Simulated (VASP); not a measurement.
Runs of VASP 6.6.1 on Be3Fe. It takes space group Pm-3m (No. 221, cubic). The conventional cell has a = 3.239 Å, b = 3.239 Å, c = 3.239 Å, α = 90.00°, β = 90.00°, γ = 90.00°. Within 3.0 Å of Be (site symmetry 4/mmm) lie 8 Be at 2.29 Å and 4 Fe at 2.29 Å. Within 3.0 Å of Fe (site symmetry m-3m) lie 12 Be at 2.29 Å. 

| spin | fixed moment (μB) | pressure (GPa) | moment (μB) |
| --- | --- | --- | --- |
| collinear, ferromagnetic start | 2.8 | -1.0 | 2.80 |
| collinear, ferromagnetic start | 4.2 | (b) | 4.20 |
| collinear, ferrimagnetic start | 0.7 | -10.3 | 0.70 |
| collinear, ferromagnetic start | 3.5 | 4.9 | 3.50 |
| collinear, ferrimagnetic start | 1.4 | -8.7 | 1.40 |
| collinear, zero start | 0.0 | -10.9 | 0.00 |
| collinear, ferromagnetic start | 2.1 | (a) | 2.10 |

Alike in all rows: task single point; level LDA; potentials or basis VASP PAW LDA potentials, release 64 (Be, Fe); cell as given; k mesh 7 × 7 × 7; cutoff (eV) 520; smearing fermi-dirac 0.1 eV.

Task: Fill in the values left out.

Result: (a) -5.6; (b) 12.4.

Caveats: the total moment is fixed, so each spin has its own Fermi level.
